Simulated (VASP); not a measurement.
A run of VASP 6.6.1 is set up as follows.

The input INCAR:

```
SYSTEM = GaCo
PREC     = Accurate       ! precision mode
ENCUT    = 520            ! plane-wave cutoff, eV
EDIFF    = 1E-6           ! SCF threshold, eV
ISMEAR   = 0              ! smearing method
SIGMA    = 0.1            ! smearing width, eV
LREAL    = .False.        ! projectors in reciprocal space
LASPH    = .True.         ! aspherical terms in the spheres
NELM     = 150            ! most SCF steps
ALGO     = Normal         ! electronic algorithm
ISIF     = 2              ! what is computed and relaxed
LWAVE    = .False.        ! write WAVECAR
LCHARG   = .False.        ! write CHGCAR
ISPIN    = 2              ! spin polarisation
MAGMOM   = -0.01 0.18     ! initial moments
LORBIT   = 11             ! projections on sites
LMAXMIX  = 4              ! l up to which the mixer works
GGA      = PS             ! functional
NBANDS   = 22             ! bands
```

Contents of KPOINTS:

```
regular mesh
0
Gamma
  14 14 14
  0 0 0
```

POSCAR

```
GaCo
1.0
    2.8399607532      0.0000000000      0.0000000000
    0.0000000000      2.8399607532      0.0000000000
    0.0000000000      0.0000000000      2.8399607532
Ga Co
1 1
Direct
    0.5000000000      0.5000000000      0.5000000000
    0.0000000000      0.0000000000      0.0000000000
```

Potentials or basis: VASP PAW PBE potentials, release 64 (Ga_d, Co).

Run with:

```sh
$ cat potpaw_PBE.64/Ga_d/POTCAR potpaw_PBE.64/Co/POTCAR > POTCAR
$ mpirun -np 1 vasp_std > vasp.out
```

(1) Estimate the pressure.

(2) Estimate the net moment.

(3) What does it give for the band gap on the k mesh?

Results:

(1) 0.1 GPa.

(2) 0.01 μB per cell.

(3) zero (filled and empty bands overlap).

Caveat: the PAW data sets were made with another functional, which shifts forces and pressure a little.
